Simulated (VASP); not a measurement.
Wanted: the native input for a VASP 6.6.1 run.

* Task: electric field gradients
* Functional: PBEsol
* Potentials or basis: VASP PAW PBE potentials, release 64 (Zn)
* Cutoff: 520 eV
* k mesh: 18 × 18 × 8
* Occupations: fermi-dirac, width 0.03 eV
* Spin: no spin polarisation
* Dipole correction: no
* Further INCAR settings: ALGO = Normal; EDIFF = 1e-08; NBANDS = 19

The structure of Zn lies in POSCAR:

```
Zn
1.0
    2.6647980532     -0.0133239903     -0.0133239903
   -1.3439379406      2.3144448051     -0.0048769189
   -0.0247335000     -0.0247335000      4.9467000000
Zn
2
Direct
    0.3333333333      0.6666666667      0.2500000000
    0.6666666667      0.3333333333      0.7500000000
```

This cell differs from its parent crystal: equal xy, yz and zx shear strains of -1 %.

These files were run (other wordings do the same):

INCAR

```
PREC     = Accurate       # precision mode
ENCUT    = 520            # plane-wave cutoff, eV
EDIFF    = 1E-8           # SCF threshold, eV
ISMEAR   = -1             # smearing method
SIGMA    = 0.03           # smearing width, eV
LREAL    = False          # projectors in reciprocal space
LASPH    = True           # aspherical terms in the spheres
NELM     = 100            # most SCF steps
ALGO     = Normal         # electronic algorithm
ISIF     = 2              # what is computed and relaxed
LWAVE    = False          # write WAVECAR
LCHARG   = False          # write CHGCAR
GGA      = PS             # functional
LEFG     = True         
NBANDS   = 19             # bands
```

KPOINTS

```
Automatic mesh
0
Gamma
  18 18 8
```

Potentials or basis: VASP PAW PBE potentials, release 64 (Zn).

Command:

```console
$ cat potpaw_PBE.64/Zn/POTCAR > POTCAR
$ mpirun -np 1 vasp_std > vasp.out
```

It gave:

```yaml
Pressure: -5.0 GPa
Largest_force: 0.004 eV/Å
Band_gap_on_the_k_mesh: zero (bands 12 and 13 overlap by 4.68 eV)
Largest_electric_field_gradient_by_atom: Zn +35.3 V/Å²
```

Caveat: the cell differs from its parent crystal (equal xy, yz and zx shear strains of -1 %); the cell stands under tension; without QUAD_EFG the Cq values of the log hold for a quadrupole moment of 1 mb, not for the nuclei; the PAW data sets were made with another functional, which shifts forces and pressure a little.

Run time: 5.4 min on 1 thread of AMD EPYC 9R45 96-Core Processor (Zen 5) (shared host), peak memory 0.62 GiB.
